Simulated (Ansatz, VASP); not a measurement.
**Al: VASP beside Ansatz**

```
Al
1.0
     0.00000   -2.82651    0.00000
    -5.47844    0.00000    0.00000
     0.00000    0.00000   -8.96083
Al
8
Direct
  0.75000 0.00000 0.25000
  0.75000 0.50000 0.25000
  0.25000 0.00000 0.75000
  0.25000 0.50000 0.75000
  0.75000 0.75000 0.97905
  0.75000 0.25000 0.52095
  0.25000 0.25000 0.02095
  0.25000 0.75000 0.47905
```

Alike in both runs: task single point; functional PBE; k mesh 8 × 4 × 4; occupations gaussian, width 0.2 eV; no spin polarisation.

|  | VASP | Ansatz |
| --- | --- | --- |
| version | VASP 6.6.1 | Ansatz 0.2.0 |
| potentials or method | VASP PAW PBE potentials, release 64 (Al), cutoff 520 eV | scalar-relativistic, plane waves, PAW |
| valence electrons in the cell | 24 | 24 |

Ansatz gave:

| Item | Value |
| --- | --- |
| gap on the k mesh at the Fermi level (eV) | none |
| pressure (GPa) | 0.1 |
| traceless stress, the component that is largest in VASP (GPa) | -2.32 |

Question: What did VASP give for the same quantities?

Answer: gap on the k mesh at the Fermi level (eV): none; pressure (GPa): 0.1; traceless stress, the component that is largest in VASP (GPa): -2.31.

A gap of «none» marks a metal or a gap that the smearing closes. The functional is the same, so the differences come from potentials, cutoffs and numerics.
